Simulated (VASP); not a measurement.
Al: single point with LDA

The system is Al.

```xyz
1
Lattice="0.0000 1.9916 1.9916 1.9916 0.0000 1.9916 1.9916 1.9916 0.0000" Properties=species:S:1:pos:R:3 pbc="T T T"
Al    0.0000    0.0000    0.0000
```

* Program: VASP 6.6.1
* Task: single point
* Functional: LDA
* Potentials or basis: VASP PAW LDA potentials, release 64 (Al)
* Cutoff: 520 eV
* k mesh: 8 × 8 × 8
* Occupations: fermi-dirac, width 0.1 eV
* Spin: no spin polarisation

```yaml
Pressure: 0.3 GPa
```

Levels at points of the mesh, in eV from the Fermi level:
```tsv
k point	band 1	band 2	band 3	band 4	band 5	band 6
(0.00, 0.00, 0.00)	-11.36	12.85	12.85	12.85	14.51	14.51
(0.50, 0.00, 0.00)	-4.68	-4.41	11.67	11.67	11.74	11.74
(0.50, 0.50, 0.00)	-2.96	-1.58	5.35	5.78	5.78	9.41
```

Run time: 2.1 s on 1 thread of Intel Xeon 6975P-C (shared host), peak memory 0.12 GiB.
